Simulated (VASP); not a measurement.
A run of VASP 6.6.1 is set up as follows.

File INCAR:

```
PREC = Accurate
ENCUT = 1340
EDIFF = 1E-6
ISMEAR = 0
SIGMA = 0.1
LREAL = F
LASPH = T
NELM = 120
ALGO = Normal
ISIF = 2
LWAVE = F
LCHARG = F
GGA = PE
NBANDS = 34
GGA_COMPAT = F
```

File KPOINTS:

```
regular mesh
0
Gamma
  6 6 4
```

The input POSCAR:

```
Ba2ZrO3
1.0
    5.5929791000      0.0000000000      0.0000000000
   -2.7964895500      4.8436619800      0.0000000000
    0.0000000000      0.0000000000      4.5934974100
Ba Zr O
2 1 3
Direct
    0.6666666700      0.3333333300      0.0000000000
    0.3333333300      0.6666666700      0.0000000000
    0.0000000000      0.0000000000      0.0000000000
    0.0000000000      0.5000000000      0.5000000000
    0.5000000000      0.5000000000      0.5000000000
    0.5000000000      0.0000000000      0.5000000000
```

Potentials or basis: VASP PAW PBE potentials, release 64 (Ba_sv, Zr_sv, O_h).

Launch:

```console
$ cat potpaw_PBE.64/Ba_sv/POTCAR potpaw_PBE.64/Zr_sv/POTCAR potpaw_PBE.64/O_h/POTCAR > POTCAR
$ mpirun -np 1 vasp_std > vasp.out
```

(1) What does it give for the pressure?

(2) Estimate the band gap on the k mesh.

## Answers

(1) 0.8 GPa.

(2) zero (bands 25 and 26 overlap by 0.51 eV).

Caveat: the stress differs along the axes, from -25 to 14 GPa; spin-orbit coupling is left out, which moves the levels of the heavy elements.
